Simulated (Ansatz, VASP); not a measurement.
Cu in VASP and in Ansatz

```
Cu
1.0
    -1.44279    1.44279    1.37608
     1.44279   -1.44279    1.37608
     1.44279    1.44279   -1.37608
Cu
1
Direct
  0.00000 0.00000 0.00000
```

Alike in both runs: task single point; functional PBEsol; k mesh 20 × 20 × 20; occupations fermi-dirac, width 0.02 eV; no spin polarisation.

```csv
,VASP,Ansatz
version,VASP 6.6.1,Ansatz 0.2.0
potentials or method,"VASP PAW PBE potentials, release 64 (Cu), cutoff 520 eV","scalar-relativistic, plane waves, PAW"
valence electrons in the cell,11,19
```

|  | VASP | Ansatz | Ansatz less VASP |
| --- | --- | --- | --- |
| gap on the k mesh at the Fermi level (eV) | none | none | - |
| pressure (GPa) | -0.7 | -1.4 | -0.71 |
| traceless stress, the component that is largest in VASP (GPa) | -0.42 | -0.43 | -0.012 |

VASP's potentials were made for PBE, not for PBEsol. A gap of «none» marks a metal or a gap that the smearing closes. VASP's potentials hold 11 valence electrons a cell and Ansatz's 19, so a difference there can come from the potentials and not from the codes.
